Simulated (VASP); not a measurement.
Input of a VASP 6.6.1 run:

The input INCAR:

```
PREC = Accurate
ENCUT = 520
EDIFF = 1E-6
ISMEAR = 0
SIGMA = 0.15
LREAL = False
LASPH = True
NELM = 60
ALGO = Fast
ISIF = 2
LWAVE = False
LCHARG = False
GGA = PS
IVDW = 12
NBANDS = 13
```

Contents of KPOINTS:

```
regular mesh
0
Gamma
  24 24 24
```

Contents of POSCAR:

```
Sn
1.0
   -1.8221530004      1.7045015246      1.9868244599
    1.8221530004     -1.7045015246      1.9868244599
    1.8221530004      1.7045015246     -1.9868244599
Sn
1
Direct
    0.0000000000      0.0000000000      0.0000000000
```

Potentials or basis: VASP PAW PBE potentials, release 64 (Sn_d).

Command:

```sh
$ cat potpaw_PBE.64/Sn_d/POTCAR > POTCAR
$ mpirun -np 1 vasp_std > vasp.out
```

Task: Predict the dispersion energy per atom.

Result: -0.431 eV.

Task: Estimate the pressure.

Result: 1.1 GPa.

Stress tensor (GPa, compression positive):
```
1.44 0.00 0.00
0.00 1.14 0.00
0.00 0.00 0.61
```

Caveat: the cell differs from its parent crystal (strain -0.0150 x Voigt [0, 1, 0, 0, 0, 0]); the PAW data sets were made with another functional, which shifts forces and pressure a little.
